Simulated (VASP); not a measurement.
# C in VASP: a series of runs

The runs below take C through single point, with LDA.

All numbers are computed with VASP 6.6.1; they aren't measurements. Logs are shortened: lines on timing, memory, paths and dates and some standing lists are left out, and cuts for length are marked.

## Step 1: The cell of the first run

It takes space group R-3m (No. 166, trigonal). Conventional cell: a = 2.456 Å, b = 2.456 Å, c = 10.041 Å, α = 90.00°, β = 90.00°, γ = 120.00°. Within 1.9 Å of C (site symmetry 3m) lie 3 C at 1.42 Å.

## Step 2: Single point, LDA

File INCAR:

```
SYSTEM = C
ALGO = Normal ; EDIFF = 1E-6
ENCUT = 520 ; ISIF = 2
ISMEAR = -1 ; LASPH = .TRUE.
LCHARG = .FALSE. ; LREAL = .FALSE.
LWAVE = .FALSE. ; NBANDS = 11
NELM = 100 ; PREC = Accurate
SIGMA = 0.05
```

File KPOINTS:

```
k-points
0
G
  11 11 11
  0 0 0
```

File POSCAR:

```
C
1.0
    1.2280287114      0.7090027071      3.3470114498
   -1.2280287114      0.7090027071      3.3470114498
    0.0000000000     -1.4180054142      3.3470114498
C
2
Direct
    0.8333868513      0.8333868513      0.8333868513
    0.1666131139      0.1666131139      0.1666131139
```

Potentials or basis: VASP PAW LDA potentials, release 64 (C).

Run with:

```bash
$ cat potpaw_LDA.64/C/POTCAR > POTCAR
$ mpirun -np 1 vasp_std > vasp.out
```

OUTCAR:

```text
SYSTEM = C
   EDIFF = 1E-6
   ENCUT = 520
   ISIF = 2
   ISMEAR = -1
   LASPH = .TRUE.
   LREAL = .FALSE.
   NELM = 100
   PREC = Accurate

 ion  position               nearest neighbor table
   1  0.833  0.833  0.833-   2 1.42   2 1.42   2 1.42
   2  0.167  0.167  0.167-   1 1.42   1 1.42   1 1.42

  LATTYP: Found a trigonal (rhomboedric) cell.
 ALAT       =     3.6350000000
 COS(alpha) =     0.7717355882

  Lattice vectors:

 A1 = (   1.2280287114,   0.7090027071,   3.3470114498)
 A2 = (  -1.2280287114,   0.7090027071,   3.3470114498)
 A3 = (   0.0000000000,  -1.4180054142,   3.3470114498)

Analysis of symmetry for initial positions (statically):
=====================================================================
 Subroutine PRICEL returns:
 Original cell was already a primitive cell.

 Routine SETGRP: Setting up the symmetry group for a
 trigonal (rhombohedral) supercell.

 Subroutine GETGRP returns: Found 12 space group operations
 (whereof 12 operations were pure point group operations)
 out of a pool of 12 trial point group operations.

The static configuration has the point symmetry D_3d.

Analysis of symmetry for dynamics (positions and initial velocities):
=====================================================================
 Subroutine PRICEL returns:
 Original cell was already a primitive cell.

 Routine SETGRP: Setting up the symmetry group for a
 trigonal (rhombohedral) supercell.

 Subroutine GETGRP returns: Found 12 space group operations
 (whereof 12 operations were pure point group operations)
 out of a pool of 12 trial point group operations.

The dynamic configuration has the point symmetry D_3d.

 Subroutine INISYM returns: Found 12 space group operations
 (whereof 12 operations are pure point group operations),
 and found     1 'primitive' translations

----------------------------------------------------------------------------------------

                                     Primitive cell

  volume of cell :      17.4850

  direct lattice vectors                    reciprocal lattice vectors
     1.228028711  0.709002707  3.347011450     0.407156604  0.235071975  0.099591333
    -1.228028711  0.709002707  3.347011450    -0.407156604  0.235071975  0.099591333
     0.000000000 -1.418005414  3.347011450     0.000000000 -0.470143950  0.099591333

  length of vectors
     3.635000000  3.635000000  3.635000000     0.480576495  0.480576495  0.480576495

  position of ions in fractional coordinates (direct lattice)
     0.833386851  0.833386851  0.833386851
     0.166613114  0.166613114  0.166613114

  ion indices of the primitive-cell ions
   primitive index   ion index
                 1           1
                 2           2

----------------------------------------------------------------------------------------

 KPOINTS: k-points

Automatic generation of k-mesh.
 Grid dimensions read from file:
 generate k-points for:   11   11   11

 Generating k-lattice:

  Cartesian coordinates                     Fractional coordinates (reciprocal lattice)
     0.037014237  0.021370180  0.009053758     0.090909091 -0.000000000 -0.000000000
    -0.037014237  0.021370180  0.009053758    -0.000000000  0.090909091 -0.000000000
     0.000000000 -0.042740359  0.009053758    -0.000000000 -0.000000000  0.090909091

  Length of vectors
     0.043688772  0.043688772  0.043688772

  Shift w.r.t. Gamma in fractional coordinates (k-lattice)
     0.000000000  0.000000000  0.000000000

 Subroutine IBZKPT returns following result:
 ===========================================

 Found    146 irreducible k-points:

 Following reciprocal coordinates:
            Coordinates               Weight
  0.000000  0.000000  0.000000      1.000000
  0.090909 -0.000000 -0.000000      6.000000
  0.181818 -0.000000 -0.000000      6.000000
  0.272727 -0.000000 -0.000000      6.000000
  0.363636  0.000000 -0.000000      6.000000
  0.454545 -0.000000  0.000000      6.000000
[... 16 lines left out ...]
 -0.272727  0.181818 -0.000000     12.000000
 -0.181818  0.181818  0.000000      6.000000
 [... further k-points ...]
   k-points           NKPTS =    146   k-points in BZ     NKDIM =    146   number of bands    NBANDS=     11
   number of dos      NEDOS =    301   number of ions     NIONS =      2
   total plane-waves  NPLWV =  21952
   dimension x,y,z NGX =    28 NGY =   28 NGZ =   28
   dimension x,y,z NGXF=    56 NGYF=   56 NGZF=   56
   ions per type =               2
   NGX,Y,Z   is equivalent  to a cutoff of  12.81, 12.81, 12.81 a.u.
   NGXF,Y,Z  is equivalent  to a cutoff of  25.61, 25.61, 25.61 a.u.
 SYSTEM =  C
   PREC   = accura    normal or accurate (medium, high low for compatibility)
   ISTART =      0    job   : 0-new  1-cont  2-samecut
   ICHARG =      2    charge: 1-file 2-atom 10-const
   ISPIN  =      1    spin polarized calculation?
   LNONCOLLINEAR =      F non collinear calculations
   LSORBIT =      F    spin-orbit coupling
   LASPH  =      T    aspherical Exc in radial PAW
   ENCUT  =  520.0 eV  38.22 Ry    6.18 a.u.   6.76  6.76  6.76*2*pi/ulx,y,z
   NELM   =    100;   NELMIN=  2; NELMDL= -5     # of ELM steps
   EDIFF  = 0.1E-05   stopping-criterion for ELM
   LREAL  =      F    real-space projection
[... 7 lines left out ...]
   TEBEG  =    0.0;   TEEND  =   0.0 temperature during run
   PSTRESS=    0.0 pullay stress
   NELECT =       8.0000    total number of electrons
   NUPDOWN=      -1.0000    fix difference up-down
   EMIN   =  10.00;   EMAX   =-10.00  energy-range for DOS
   EFERMI =   0.00;   METHOD = LEGACY
   ISMEAR =    -1;   SIGMA  =   0.05  broadening in eV -4-tet -1-fermi 0-gaus
   EFERMI_NEDOS =   21; number of points for ismear=-14 and -15
   IALGO  =     38    algorithm
   IMIX   =      4    mixing-type and parameters
     AMIX     =   0.40;   BMIX     =  1.00
     AMIX_MAG =   1.60;   BMIX_MAG =  1.00
  volume/ion in A,a.u.               =       8.74        59.00
  Fermi-wavevector in a.u.,A,eV,Ry     =   1.261488  2.383867 21.651666  1.591353
  Thomas-Fermi vector in A             =   2.394945
   LORBIT       =      0    0 simple, 1 ext, 2 COOP (PROOUT), +10 PAW based schemes
   GGA     = CA    functional components
   LHFCALC =     F    Hartree Fock is set to
   AEXX    =    0.0000 exact exchange contribution
   IVDW    =     0    specifies the selected vdW correction
   LEPSILON=     F    determine dielectric tensor
   LRPA    =     F    only Hartree local field effects (RPA)
 non-spin polarized calculation
  energy-cutoff  :      520.00
  volume of cell :       17.48
 maximum number of plane-waves:       483
   NGX = 13   NGY = 13   NGZ = 13

 number of electron       8.0000000 magnetization

 Free energy of the ion-electron system (eV)
  ---------------------------------------------------
  ext. energy  EPLUGINS =         0.00000000
  ---------------------------------------------------
  free energy    TOTEN  =       -20.22317474 eV

  energy without entropy =      -20.22317406  energy(sigma->0) =      -20.22317440

 E-fermi :   4.7181     XC(G=0): -10.7912

 val. band max:        4.2008835198   @ k =  -0.1818   0.4545   0.0909
 cond. band min:       5.2382681063   @ k =  -0.1818   0.4545   0.0909
 fundamental gap:      1.0373845865
 Fermi energy:         4.7181428720

 k-point     1 :       0.0000    0.0000    0.0000
  band No.  band energies     occupation
      1     -14.8829      2.00000
      2      -1.9530      2.00000
      3       1.6558      2.00000
      4       1.6558      2.00000
      5       8.5045      0.00000
      6      13.0411      0.00000
      7      13.0411      0.00000
      8      16.0323      0.00000
      9      17.8444      0.00000
     10      27.1941      0.00000
     11      29.9846      0.00000

 k-point     2 :       0.0909   -0.0000   -0.0000
  band No.  band energies     occupation
      1     -14.6827      2.00000
      2      -1.7504      2.00000
      3       0.9049      2.00000
      4       1.2569      2.00000
      5       8.7902      0.00000
      6      13.1371      0.00000
      7      13.8659      0.00000
      8      15.3521      0.00000
      9      18.1668      0.00000
     10      27.7789      0.00000
     11      28.5218      0.00000

 k-point     3 :       0.1818   -0.0000   -0.0000
  band No.  band energies     occupation
      1     -14.0853      2.00000
      2      -1.1479      2.00000
      3      -0.9516      2.00000
      4       0.3586      2.00000
      5       9.6417      0.00000
      6      13.1133      0.00000
      7      13.6156      0.00000
      8      16.0097      0.00000
      9      19.1531      0.00000
     10      25.6135      0.00000
     11      28.1983      0.00000

 k-point     4 :       0.2727   -0.0000   -0.0000
  band No.  band energies     occupation
      1     -13.1002      2.00000
      2      -3.2811      2.00000
      3      -0.5820      2.00000
      4      -0.1641      2.00000
      5      10.9220      0.00000
      6      11.3627      0.00000
      7      12.9433      0.00000
      8      18.9010      0.00000
      9      20.2476      0.00000
     10      23.5211      0.00000
     11      26.4900      0.00000
[... 239 lines left out ...]
 k-point    22 :      -0.3636    0.1818    0.0000
  band No.  band energies     occupation
      1      -9.6013      2.00000
      2      -7.3844      2.00000
      3      -3.7440      2.00000
      4       3.2007      2.00000
      5       6.3347      0.00000
      6      15.0352      0.00000
      7      15.3754      0.00000
      8      16.6643      0.00000
      9      20.1903      0.00000
     10      23.8004      0.00000
     11      27.7419      0.00000

 k-point    23 :      -0.2727    0.1818   -0.0000
  band No.  band energies     occupation
      1     -11.2201      2.00000
      2      -5.3551      2.00000
      3      -3.2882      2.00000
      4       1.9826      2.00000
      5       8.0286      0.00000
      6      13.0585      0.00000
      7      15.5219      0.00000
      8      17.5216      0.00000
      9      18.8608      0.00000
     10      25.0618      0.00000
     11      26.4516      0.00000

 k-point    24 :      -0.1818    0.1818    0.0000
  band No.  band energies     occupation
      1     -12.5451      2.00000
      2      -3.4963      2.00000
      3      -2.2220      2.00000
      4       0.6469      2.00000
      5      10.1129      0.00000
      6      11.3884      0.00000
      7      15.2084      0.00000
      8      16.7485      0.00000
      9      19.8885      0.00000
     10      23.4429      0.00000
     11      27.3968      0.00000

 [... further k-points ...]

------------------------ aborting loop because EDIFF is reached ----------------------------------------

  FORCE on cell =-STRESS in cart. coord.  units (eV):
  Direction    XX          YY          ZZ          XY          YZ          ZX
  --------------------------------------------------------------------------------------
  -------------------------------------------------------------------------------------
  Total       -0.4940452     -0.4940452     -0.0311702      0.0000000      0.0000000      0.0000000
  in kB      -45.2701960    -45.2701960     -2.8561814      0.0000000      0.0000000      0.0000000
  external PRESSURE =     -31.1321911 kB  Pullay stress =       0.0000000 kB

 VOLUME and BASIS-vectors are now :
 -----------------------------------------------------------------------------
  energy-cutoff  :      520.00
  volume of cell :       17.48
      direct lattice vectors                 reciprocal lattice vectors
     1.228028711  0.709002707  3.347011450     0.407156604  0.235071975  0.099591333
    -1.228028711  0.709002707  3.347011450    -0.407156604  0.235071975  0.099591333
     0.000000000 -1.418005414  3.347011450     0.000000000 -0.470143950  0.099591333

 POSITION                                       TOTAL-FORCE (eV/Angst)
 -----------------------------------------------------------------------------------
      0.00000      0.00000      8.36807         0.000000     -0.000000     -0.002098
      0.00000      0.00000      1.67297         0.000000      0.000000      0.002098
 -----------------------------------------------------------------------------------
    total drift:                                0.000000     -0.000000      0.000199

  FREE ENERGIE OF THE ION-ELECTRON SYSTEM (eV)
  ---------------------------------------------------
  free  energy   TOTEN  =       -20.2231747399 eV

  energy  without entropy=      -20.2231740557  energy(sigma->0) =      -20.22317440
```

It took 24 s on 1 thread of Intel Xeon Platinum 8488C (Sapphire Rapids), shared host; peak memory 0.14 GiB.

Results:

| Quantity | Value |
| --- | --- |
| Free energy | -20.2232 eV |
| Pressure | -3.1 GPa |
| Band gap on the k mesh | 1.04 eV, direct |

Forces on the atoms (eV/Å):
```
C    0.000  0.000 -0.002
C    0.000  0.000  0.002
```

Stress tensor (GPa, compression positive):
```
-4.53  0.00  0.00
 0.00 -4.53  0.00
 0.00  0.00 -0.29
```

Levels at points of the mesh, in eV from the valence-band top:
| k point | band 1 | band 2 | band 3 | band 4 | band 5 | band 6 | band 7 | band 8 | band 9 |
| --- | --- | --- | --- | --- | --- | --- | --- | --- | --- |
| (0.00, 0.00, 0.00) | -19.08 | -6.15 | -2.55 | -2.55 | 4.30 | 8.84 | 8.84 | 11.83 | 13.64 |

## Step 3: Single point, LDA

File INCAR:

```
PREC     = Accurate       # precision mode
ENCUT    = 520            # plane-wave cutoff, eV
EDIFF    = 1E-6           # SCF threshold, eV
ISMEAR   = -1             # smearing method
SIGMA    = 0.05           # smearing width, eV
LREAL    = F              # projectors in reciprocal space
LASPH    = T              # aspherical terms in the spheres
NELM     = 60             # most SCF steps
ALGO     = Normal         # electronic algorithm
ISIF     = 2              # what is computed and relaxed
LWAVE    = F              # write WAVECAR
LCHARG   = F              # write CHGCAR
GGA      = CA             # functional
NBANDS   = 11             # bands
```

File KPOINTS:

```
regular mesh
0
Gamma
  11 11 11
```

Changes to POSCAR since step 2:

```diff
@@ -8,3 +8,3 @@
 Direct
-    0.8333868513      0.8333868513      0.8333868513
+    1.8333870924      0.8333868574      0.8333867684
     0.1666131139      0.1666131139      0.1666131139
```

Potentials or basis: VASP PAW LDA potentials, release 64 (C).

Run with:

```bash
$ cat potpaw_LDA.64/C/POTCAR > POTCAR
$ mpirun -np 1 vasp_std > vasp.out
```

Wall time 26 s (1 thread of Intel Xeon Platinum 8488C (Sapphire Rapids), shared host); peak memory 0.14 GiB.

Results (log left out):

```yaml
Free_energy: -20.2232 eV
Pressure: -3.1 GPa
Band_gap_on_the_k_mesh: 1.04 eV, direct
```

Forces in eV/Å, atoms in the order of the input:
```
C    0.000  0.000 -0.002
C    0.000  0.000  0.002
```

Stress tensor (GPa, compression positive):
```
-4.53  0.00  0.00
 0.00 -4.53  0.00
 0.00  0.00 -0.29
```

Levels at points of the mesh, in eV from the valence-band top:
| k point | band 1 | band 2 | band 3 | band 4 | band 5 | band 6 | band 7 | band 8 | band 9 |
| --- | --- | --- | --- | --- | --- | --- | --- | --- | --- |
| (0.00, 0.00, 0.00) | -19.08 | -6.15 | -2.55 | -2.54 | 4.30 | 8.84 | 8.84 | 11.83 | 13.64 |

(Part 1 of 2 ends here.)
